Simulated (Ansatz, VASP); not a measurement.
## Ti in VASP and in Ansatz

```
CELL_PARAMETERS angstrom
0.00000 2.05457 2.05457
2.05457 0.00000 2.05457
2.05457 2.05457 0.00000
ATOMIC_POSITIONS crystal
Ti 0.00000 0.00000 0.00000
```

Alike in both runs: task electric field gradients; functional PBEsol; k mesh 14 × 14 × 14; occupations fermi-dirac, width 0.03 eV; no spin polarisation.

|  | VASP | Ansatz |
| --- | --- | --- |
| version | VASP 6.6.1 | Ansatz 0.2.0 |
| potentials or method | VASP PAW PBE potentials, release 64 (Ti_sv) | PAW with Ansatz's default frozen-core files, scalar-relativistic |
| plane-wave cutoff (eV) | 520 | 420 |
| valence electrons in the cell | 12 | 12 |

|  | VASP | Ansatz | Ansatz less VASP |
| --- | --- | --- | --- |
| pressure (GPa) | -4.4 | -4.2 | +0.23 |

VASP's potentials were made for PBE, not for PBEsol. The functional is the same, so the differences come from potentials, cutoffs and numerics.
